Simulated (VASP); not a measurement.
# ZnCu in VASP: further runs, part 2 of 2

VASP 6.6.1.

### 4 Electric field gradients, PBEsol (volume scaled by 0.96)

Contents of INCAR:

```
SYSTEM = ZnCu
ALGO = Normal
EDIFF = 1E-8
ENCUT = 520
GGA = PS
ISIF = 2
ISMEAR = -1
LASPH = .True.
LCHARG = .False.
LEFG = .True.
LREAL = .False.
LWAVE = .False.
NBANDS = 18
NELM = 80
PREC = Accurate
SIGMA = 0.05
```

Contents of KPOINTS:

```
k-points
0
Gamma
  14 14 14
  0 0 0
```

Contents of POSCAR:

```
ZnCu
1.0
    2.9051978236      0.0000000000      0.0000000000
    0.0000000000      2.9051978236      0.0000000000
    0.0000000000      0.0000000000      2.9051978236
Zn Cu
1 1
Direct
    0.5000000000      0.5000000000      0.5000000000
    0.0000000000      0.0000000000      0.0000000000
```

Potentials or basis: VASP PAW PBE potentials, release 64 (Zn, Cu).

Launch:

```
> cat potpaw_PBE.64/Zn/POTCAR potpaw_PBE.64/Cu/POTCAR > POTCAR
> mpirun -np 1 vasp_std > vasp.out
```

OUTCAR:

```text
SYSTEM = ZnCu
   EDIFF = 1E-8
   ENCUT = 520
   GGA = PS
   ISIF = 2
   ISMEAR = -1
   LASPH = .True.
   LREAL = .False.
   NELM = 80
   PREC = Accurate

 ion  position               nearest neighbor table
   1  0.500  0.500  0.500-   2 2.52   2 2.52   2 2.52   2 2.52   2 2.52   2 2.52   2 2.52   2 2.52

   2  0.000  0.000  0.000-   1 2.52   1 2.52   1 2.52   1 2.52   1 2.52   1 2.52   1 2.52   1 2.52

  LATTYP: Found a simple cubic cell.
 ALAT       =     2.9051978236

  Lattice vectors:

 A1 = (   2.9051978236,   0.0000000000,   0.0000000000)
 A2 = (   0.0000000000,   2.9051978236,   0.0000000000)
 A3 = (   0.0000000000,   0.0000000000,   2.9051978236)

Analysis of symmetry for initial positions (statically):
=====================================================================
 Subroutine PRICEL returns:
 Original cell was already a primitive cell.

 Routine SETGRP: Setting up the symmetry group for a
 simple cubic supercell.

 Subroutine GETGRP returns: Found 48 space group operations
 (whereof 48 operations were pure point group operations)
 out of a pool of 48 trial point group operations.

The static configuration has the point symmetry O_h .

Analysis of symmetry for dynamics (positions and initial velocities):
=====================================================================
 Subroutine PRICEL returns:
 Original cell was already a primitive cell.

 Routine SETGRP: Setting up the symmetry group for a
 simple cubic supercell.

 Subroutine GETGRP returns: Found 48 space group operations
 (whereof 48 operations were pure point group operations)
 out of a pool of 48 trial point group operations.

The dynamic configuration has the point symmetry O_h .

[... 157 lines left out ...]
      3      -2.2049      2.00000
      4      -1.4359      2.00000
      5      -1.4359      2.00000
      6      -1.4359      2.00000
[... 481 lines left out ...]
      5      -1.4908      2.00000
      6      -1.0337      2.00000
[... 10 lines left out ...]
     17      22.0088      0.00000
     18      22.8911      0.00000

 [... further k-points ...]

------------------------ aborting loop because EDIFF is reached ----------------------------------------

  FORCE on cell =-STRESS in cart. coord.  units (eV):
  Direction    XX          YY          ZZ          XY          YZ          ZX
  --------------------------------------------------------------------------------------
  -------------------------------------------------------------------------------------
  Total        0.1711729      0.1711729      0.1711729      0.0000000     -0.0000000     -0.0000000
  in kB       11.1845481     11.1845481     11.1845481      0.0000000     -0.0000000     -0.0000000
  external PRESSURE =      11.1845481 kB  Pullay stress =       0.0000000 kB

 VOLUME and BASIS-vectors are now :
 -----------------------------------------------------------------------------
  energy-cutoff  :      520.00
  volume of cell :       24.52
      direct lattice vectors                 reciprocal lattice vectors
     2.905197824  0.000000000  0.000000000     0.344210639  0.000000000  0.000000000
     0.000000000  2.905197824  0.000000000     0.000000000  0.344210639  0.000000000
     0.000000000  0.000000000  2.905197824     0.000000000  0.000000000  0.344210639

 POSITION                                       TOTAL-FORCE (eV/Angst)
 -----------------------------------------------------------------------------------
      1.45260      1.45260      1.45260         0.000000      0.000000      0.000000
      0.00000      0.00000      0.00000         0.000000      0.000000      0.000000
 -----------------------------------------------------------------------------------
    total drift:                                0.000000      0.000000     -0.000000

  FREE ENERGIE OF THE ION-ELECTRON SYSTEM (eV)
  ---------------------------------------------------
  free  energy   TOTEN  =        -6.0993791541 eV

  energy  without entropy=       -6.0966499344  energy(sigma->0) =       -6.09801454

 Electric field gradients (V/A^2)
---------------------------------------------------------------------
 ion       V_xx      V_yy      V_zz      V_xy      V_xz      V_yz
---------------------------------------------------------------------
   1      -0.000     0.000     0.000    -0.000     0.000     0.000
   2       0.000     0.000     0.000     0.000     0.000    -0.000
---------------------------------------------------------------------

 Electric field gradients after diagonalization (V/A^2)
 (convention: |V_zz| > |V_xx| > |V_yy|)
----------------------------------------------------------------------
 ion       V_xx      V_yy      V_zz     asymmetry (V_yy - V_xx)/ V_zz
----------------------------------------------------------------------
   1      -0.000     0.000     0.000       0.556
   2       0.000     0.000     0.000      -0.186
----------------------------------------------------------------------

           NMR quadrupolar parameters

 Cq : quadrupolar parameter    Cq=e*Q*V_zz/h
 eta: asymmetry parameters     (V_yy - V_xx)/ V_zz
 Q  : nuclear electric quadrupole moment in mb (millibarn)
----------------------------------------------------------------------
 ion       Cq(MHz)       eta       Q (mb)
----------------------------------------------------------------------
   1       0.000       0.556       1.000
   2       0.000      -0.186       1.000
----------------------------------------------------------------------
```

OSZICAR:

```text
N       E                     dE             d eps       ncg     rms          rms(c)
DAV:   1     0.113297047383E+03    0.11330E+03   -0.11254E+04  4744   0.214E+03
DAV:   2    -0.261936499347E+01   -0.11592E+03   -0.11108E+03  4346   0.301E+02
DAV:   3    -0.741354543094E+01   -0.47942E+01   -0.47348E+01  4864   0.758E+01
DAV:   4    -0.745172208245E+01   -0.38177E-01   -0.38164E-01  4960   0.629E+00
DAV:   5    -0.745221809323E+01   -0.49601E-03   -0.49600E-03  4872   0.731E-01    0.106E+01
DAV:   6    -0.720976778222E+01    0.24245E+00   -0.17502E+01  4590   0.102E+02    0.651E+00
DAV:   7    -0.611179018807E+01    0.10980E+01   -0.37228E+00  4688   0.106E+02    0.240E+00
DAV:   8    -0.610949207527E+01    0.22981E-02   -0.16720E-01  5604   0.534E+00    0.131E+00
DAV:   9    -0.609947616520E+01    0.10016E-01   -0.96616E-03  5454   0.210E+00    0.978E-02
DAV:  10    -0.609938923652E+01    0.86929E-04   -0.95464E-04  6450   0.757E-01    0.466E-02
DAV:  11    -0.609937948648E+01    0.97500E-05   -0.99330E-05  5696   0.286E-01    0.102E-02
DAV:  12    -0.609937926796E+01    0.21852E-06   -0.51569E-06  6108   0.399E-02    0.793E-04
DAV:  13    -0.609937913441E+01    0.13355E-06   -0.17139E-07  4538   0.606E-03    0.113E-03
DAV:  14    -0.609937916564E+01   -0.31228E-07   -0.23478E-08  3334   0.411E-03    0.174E-04
DAV:  15    -0.609937915278E+01    0.12857E-07   -0.66986E-09  2354   0.135E-03    0.103E-04
DAV:  16    -0.609937915414E+01   -0.13620E-08   -0.17496E-09  2304   0.749E-04
   1 F= -.60993792E+01 E0= -.60980145E+01  d E =-.272922E-02
```

Run time: 28 s. Hardware: 1 thread of Intel Xeon 6975P-C, shared host; peak memory 0.18 GiB.

What came out:

```
Free energy : -6.0994 eV
Pressure    : 1.1 GPa
```

Caveat: without QUAD_EFG the Cq values of the log hold for a quadrupole moment of 1 mb, not for the nuclei; the PAW data sets were made with another functional, which shifts forces and pressure a little.

### 5 The runs side by side

| cell | gap on the mesh (eV) | pressure (GPa) |
| --- | --- | --- |
| a = 2.916, b = 2.916, c = 2.945 Å, 2 atoms | none | -1.7 |
| a = 2.945, b = 2.945, c = 2.916 Å, 2 atoms | none | -2.9 |
| a = 2.905 Å, 2 atoms | none | 1.1 |

Alike in all rows: task electric field gradients; level PBEsol; potentials or basis VASP PAW PBE potentials, release 64 (Zn, Cu); no spin polarisation; k mesh 14 × 14 × 14; cutoff (eV) 520; smearing fermi-dirac 0.05 eV.

Caveats: the PAW data sets were made with another functional, which shifts forces and pressure a little.

Total energies depend on the potentials used, so only differences within one code and one set of settings carry meaning.
